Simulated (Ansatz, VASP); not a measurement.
**Sc: VASP beside Ansatz**

```
Sc
1.0
     0.00000    2.31123    2.31123
     2.31123    0.00000    2.31123
     2.31123    2.31123    0.00000
Sc
1
Direct
  0.00000 0.00000 0.00000
```

Change from the starting cell: volume scaled by 0.98.

Alike in both runs: task single point; functional LDA; k mesh 13 × 13 × 13; occupations fermi-dirac, width 0.08 eV; no spin polarisation.

```csv
,VASP,Ansatz
version,VASP 6.6.1,Ansatz 0.2.0
potentials or method,"VASP PAW LDA potentials, release 64 (Sc_sv), cutoff 520 eV","all-electron LAPW, scalar-relativistic"
```

|  | VASP | Ansatz | Ansatz less VASP |
| --- | --- | --- | --- |
| pressure (GPa) | -4.7 | -4.8 | -0.04 |

LDA's correlation is that of Perdew and Zunger in VASP and of Perdew and Wang (1992) in Ansatz. Ansatz ran all-electron here, and VASP with PAW potentials.
